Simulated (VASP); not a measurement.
Runs of VASP 6.6.1 on TePb (rocksalt type). The structure is that of space group Fm-3m (No. 225), or close to it. The cells are those of the table. 

| cell | gap on the mesh (eV) | pressure (GPa) |
| --- | --- | --- |
| a = 4.140 Å, angles 60.0°, 2 atoms | - | 28.8 |
| a = 4.619 Å, angles 60.0°, 2 atoms | 1.09 | (b) |
| a = 3.785 Å, angles 60.0°, 2 atoms | none | 94.2 |
| a = 4.288 Å, angles 60.0°, 2 atoms | 0.45 | 15.5 |
| a = 3.981 Å, angles 60.0°, 2 atoms | none | (a) |
| a = 4.525 Å, angles 60.0°, 2 atoms | 0.95 | (c) |
| a = 4.427 Å, angles 60.0°, 2 atoms | 0.77 | 7.2 |

Alike in all rows: task single point; level r2SCAN; potentials or basis VASP PAW PBE potentials, release 64 (Pb_d, Te); no spin polarisation; k mesh 12 × 12 × 12; cutoff (eV) 520; smearing fermi-dirac 0.08 eV.

Task: Fill in the values left out.

Result: (a) 50.6; (b) 0.0; (c) 3.0.

Caveats: the PAW data sets were made with another functional, which shifts forces and pressure a little; spin-orbit coupling is left out, which moves the levels of the heavy elements.

A k mesh can miss the band edges, and the runs leave out spin-orbit coupling on Pb, Te.

A gap of «none» marks levels without a gap at the run's occupations.
